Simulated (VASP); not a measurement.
Set up this calculation in VASP 6.6.1, as the native input.

```yaml
Task: single point
Functional: PBEsol
Potentials_or_basis: VASP PAW PBE potentials, release 64 (Rh_pv)
Cutoff: 500 eV
k_mesh: 9 × 9 × 9
Occupations: fermi-dirac, width 0.05 eV
Spin: no spin polarisation
Dipole_correction: no
Further_INCAR_settings: ALGO = Normal; EDIFF = 1e-06; NBANDS = 14
```

The structure of Rh lies in POSCAR:

```
Rh
1.0
    0.0000000000      1.8901438890      1.8901438890
    1.8901438890      0.0000000000      1.8901438890
    1.8901438890      1.8901438890      0.0000000000
Rh
1
Direct
    0.0000000000      0.0000000000      0.0000000000
```

One way to write it, as run:

INCAR

```
SYSTEM = Rh
ALGO = Normal
EDIFF = 1E-6
ENCUT = 500
GGA = PS
GGA_COMPAT = .False.
ISIF = 2
ISMEAR = -1
LASPH = .True.
LCHARG = .False.
LREAL = .False.
LWAVE = .False.
NBANDS = 14
NELM = 120
PREC = Accurate
SIGMA = 0.05
```

KPOINTS

```
k-points
0
Gamma
  9 9 9
  0 0 0
```

Potentials or basis: VASP PAW PBE potentials, release 64 (Rh_pv).

Run with:

```console
$ cat potpaw_PBE.64/Rh_pv/POTCAR > POTCAR
$ mpirun -np 1 vasp_std > vasp.out
```

It gave:

The pressure is 0.0 GPa and the band gap on the k mesh is zero (an odd number of electrons rules out a gap without spin polarisation).

Caveat: the PAW data sets were made with another functional, which shifts forces and pressure a little.

Wall time 3.3 s on 1 thread of Intel(R) Xeon(R) 6975P-C (Granite Rapids) (shared host), peak memory 0.12 GiB.
